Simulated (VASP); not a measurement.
Set up this calculation in VASP 6.6.1, as the native input.

| Property | Result |
| --- | --- |
| Task | single point |
| Functional | PBE |
| Potentials or basis | VASP PAW PBE potentials, release 64 (Ta_pv, N) |
| Cutoff | 520 eV |
| k mesh | 5 × 5 × 5 |
| Occupations | gaussian, width 0.1 eV |
| Spin | no spin polarisation |
| Dipole correction | no |
| Further INCAR settings | LREAL = Auto; ALGO = Normal; EDIFF = 1e-06; NBANDS = 80 |

The structure of Ta8N9 (a cell with a defect) lies in POSCAR:

```
Ta8N9
1.0
    0.0000000000      4.4172695543     -4.4172695543
    4.4172695543      4.4172695543      0.0000000000
    4.4172695543      0.0000000000     -4.4172695543
Ta N
8 9
Direct
    0.2651803304      0.7729396991      0.2029839902
    0.2359835612      0.2579330933      0.2169147679
    0.7095974021      0.7388238277      0.2856026748
    0.7372140097      0.2770378816      0.2625800816
    0.2711980750      0.7509324390      0.7317094781
    0.2530227070      0.2590947838      0.7544213589
    0.7220803396      0.7726092913      0.7397027643
    0.7323855744      0.2853831953      0.6937492635
    0.0051091516     -0.0079604605      0.4921509709
    0.0037842382      0.5088179411      0.4848114822
    0.4745579762      0.0398797261      0.4780787032
    0.4368535758      0.5297118438      0.4838208250
   -0.0780392719     -0.0311931383      1.1297452960
   -0.0222101003      0.5414471475      0.9779450737
    0.5307002371      0.0073264716      0.9871392149
    0.5132322065      0.4800651112      0.9956034935
    1.0122413733      0.0661845505      0.8611976139
```

The input as run:

INCAR

```
SYSTEM = Ta8N9
PREC     = Accurate       ! precision mode
ENCUT    = 520            ! plane-wave cutoff, eV
EDIFF    = 1E-6           ! SCF threshold, eV
ISMEAR   = 0              ! smearing method
SIGMA    = 0.1            ! smearing width, eV
LREAL    = Auto         
LASPH    = .True.         ! aspherical terms in the spheres
NELM     = 80             ! most SCF steps
ALGO     = Normal         ! electronic algorithm
ISIF     = 2              ! what is computed and relaxed
LWAVE    = .False.        ! write WAVECAR
LCHARG   = .False.        ! write CHGCAR
GGA      = PE             ! functional
NBANDS   = 80             ! bands
```

KPOINTS

```
Automatic mesh
0
Gamma
  5 5 5
  0 0 0
```

Potentials or basis: VASP PAW PBE potentials, release 64 (Ta_pv, N).

Command:

```bash
$ cat potpaw_PBE.64/Ta_pv/POTCAR potpaw_PBE.64/N/POTCAR > POTCAR
$ mpirun -np 1 vasp_std > vasp.out
```

It gave:

```json
{
 "Pressure": "24.3 GPa",
 "Largest force": "0.405 eV/Å",
 "Band gap on the k mesh": "zero (an odd number of electrons rules out a gap without spin polarisation)"
}
```

Caveat: spin-orbit coupling is left out, which moves the levels of the heavy elements.

Run time: 32 min on 1 thread of Oxide Virtual Turin-like Processor (shared host), peak memory 0.64 GiB.
